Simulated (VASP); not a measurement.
NaH, 2 atoms in the cell. Symmetry: Fm-3m, No. 225, cubic system. Conventional cell: a = 4.795 Å, b = 4.795 Å, c = 4.795 Å, α = 90.00°, β = 90.00°, γ = 90.00°. Within 3.2 Å of Na (site symmetry m-3m) lie 6 H at 2.40 Å. H (site symmetry m-3m) has 6 Na at 2.40 Å within 3.2 Å. 

```yaml
Program: VASP 6.6.1
Task: single point
Functional: HSE06
Potentials_or_basis: VASP PAW PBE potentials, release 64 (Na_pv, H)
Cutoff: 400 eV
k_mesh: 4 × 4 × 4
Occupations: gaussian, width 0.01 eV
Spin: no spin polarisation
Dipole_correction: no
Grid_for_exact_exchange_PRECFOCK: Normal
Further_INCAR_settings: ALGO = Normal; EDIFF = 1e-06; NBANDS = 11
Share_of_exact_exchange: 0.25
Screening_parameter: 0.2079 1/Å
```

Potentials or basis: VASP PAW PBE potentials, release 64 (Na_pv, H).

The run is started by

```sh
$ cat potpaw_PBE.64/Na_pv/POTCAR potpaw_PBE.64/H/POTCAR > POTCAR
$ cp INCAR.step1 INCAR
$ mpirun -np 1 vasp_std > vasp.out
$ cp INCAR.step2 INCAR
$ mpirun -np 1 vasp_std > vasp.out
```

Hardware: 1 thread of Intel(R) Xeon(R) Platinum 8375C CPU @ 2.90GHz (Ice Lake), on a shared host.

**Question.** Estimate the wall time of this run.

**Answer.** Run time: 39 s on 1 thread of Intel(R) Xeon(R) Platinum 8375C CPU @ 2.90GHz (Ice Lake) (shared host), peak memory 0.23 GiB. Counts: k points 8.
